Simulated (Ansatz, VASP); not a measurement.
One calculation of Pt, two programs

```
Pt
1.0
    -1.58217    1.58498    1.58466
     1.60292   -1.57978    1.60020
     1.56748    1.56509   -1.57945
Pt
1
Cartesian
  0.0000 0.0000 0.0000
```

Change from the starting cell: cell sheared at random, sigma 0.01, atoms nudged by 0.01 Å.

Alike in both runs: task single point; functional r2SCANh; k mesh 6 × 6 × 6; occupations fermi-dirac, width 0.05 eV; no spin polarisation.

|  | VASP | Ansatz |
| --- | --- | --- |
| version | VASP 6.6.1 | Ansatz 0.2.0 |
| potentials or method | VASP PAW PBE potentials, release 64 (Pt) | Ansatz PAW |
| plane-wave cutoff (eV) | 520 | 500 |
| valence electrons in the cell | 10 | 18 |

Ansatz gave:

| Property | Result |
| --- | --- |
| gap on the k mesh at the Fermi level (eV) | none |
| pressure (GPa) | -8.5 |
| traceless stress, the component that is largest in VASP (GPa) | -2.37 |

Q: Estimate VASP's values.

A: gap on the k mesh at the Fermi level (eV): none; pressure (GPa): -7.9; traceless stress, the component that is largest in VASP (GPa): -2.33.

VASP's potentials were made for PBE, not for r2SCANh. A gap of «none» marks a metal or a gap that the smearing closes. The functional is the same, so the differences come from potentials, cutoffs and numerics. VASP's potentials hold 10 valence electrons a cell and Ansatz's 18, so a difference there can come from the potentials and not from the codes.

The k mesh is coarse, so the values compare programs but aren't converged. Spin-orbit coupling is off throughout.
